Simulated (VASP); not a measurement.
A run of VASP 6.6.1 is set up as follows.

The input INCAR:

```
PREC = Accurate ; ENCUT = 520
EDIFF = 1E-7 ; ISMEAR = 0
SIGMA = 0.15 ; LREAL = False
LASPH = True ; NELM = 60
ALGO = Fast ; ISIF = 2
LWAVE = False ; LCHARG = False
GGA = PE ; NBANDS = 14
```

Contents of KPOINTS:

```
Automatic mesh
0
Gamma
  18 18 10
```

File POSCAR:

```
TiAl
1.0
    2.8090839194      0.0000000000      0.0000000000
   -1.4045419597      2.4327380356      0.0000000000
    0.0000000000      0.0000000000      4.5323683938
Ti Al
1 1
Direct
    0.0000000000      0.0000000000      0.0225539627
    0.3333333333      0.6666666667      0.4599878068
```

Potentials or basis: VASP PAW PBE potentials, release 64 (Ti_sv, Al).

Launch:

```bash
$ cat potpaw_PBE.64/Ti_sv/POTCAR potpaw_PBE.64/Al/POTCAR > POTCAR
$ mpirun -np 1 vasp_std > vasp.out
```

Question: What does it give for the pressure?

Answer: 14.1 GPa.

Question: What does it give for the band gap on the k mesh?

Answer: Zero (an odd number of electrons rules out a gap without spin polarisation).

Question: What does it give for the largest force?

Answer: 2.747 eV/Å.

Forces on the atoms (eV/Å):
```
Ti   0.000  0.000 -2.747
Al   0.000  0.000  2.747
```

Caveat: the cell differs from its parent crystal (atoms displaced along a vibrational mode, the cell strained); the stress differs along the axes, from 12 to 18 GPa; forces of over 1 eV/Å act on the atoms, so gaps and moduli don't describe the material at rest.
